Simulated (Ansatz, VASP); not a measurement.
# GaN in VASP and in Ansatz

```xyz
4
Lattice="3.1800 0.0000 0.0000 -1.5900 2.7540 0.0000 0.0000 0.0000 5.1660" Properties=species:S:1:pos:R:3 pbc="T T T"
Ga    0.0000    1.8360    0.0000
Ga    1.5900    0.9180    2.5830
N     0.0000    1.8360    1.9373
N     1.5900    0.9180    4.5203
```

Alike in both runs: task relaxation of cell and atoms; functional PBE; k mesh 12 × 12 × 6; occupations gaussian, width 0.02 eV; no spin polarisation.

|  | VASP | Ansatz |
| --- | --- | --- |
| version | VASP 6.6.1 | Ansatz 0.2.0 |
| potentials or method | VASP PAW PBE potentials, release 64 (Ga_d, N), cutoff 600 eV | scalar-relativistic, plane waves, PAW |
| valence electrons in the cell | 36 | 36 |

```tsv
	VASP	Ansatz	Ansatz less VASP
gap on the k mesh at the Fermi level, each at its own relaxed structure (eV)	1.71	1.71	-0.004
relaxed volume (Å³/atom)	11.76	11.76	+0.003
relaxed cell length with the largest relative difference (Å)	3.218	3.219	+0.0006
```
